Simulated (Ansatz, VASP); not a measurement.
# Pd in VASP and in Ansatz

```
Pd
1.0
     2.72067    0.00000    0.00000
     0.00000    2.72067    0.00000
     0.00000    0.00000    3.82481
Pd
2
Cartesian
  2.7207 0.0000 0.0000
  1.3603 1.3603 1.9124
```

Alike in both runs: task single point; functional LDA; k mesh 19 × 19 × 14; occupations fermi-dirac, width 0.05 eV; collinear spin.

|  | VASP | Ansatz |
| --- | --- | --- |
| version | VASP 6.6.1 | Ansatz 0.2.0 |
| potentials or method | VASP PAW LDA potentials, release 64 (Pd), cutoff 520 eV | plane waves (420 eV) with PAW, scalar-relativistic |
| valence electrons in the cell | 20 | 36 |

```tsv
	VASP	Ansatz	Ansatz less VASP
net moment per atom (μB)	0.00	0.00	0.000
```

Ansatz warns that its potentials were made for another functional, while VASP's fit it. LDA's correlation is that of Perdew and Zunger in VASP and of Perdew and Wang (1992) in Ansatz. VASP's potentials hold 20 valence electrons a cell and Ansatz's 36, so a difference there can come from the potentials and not from the codes. Ansatz's warnings: seeded moment not kept.
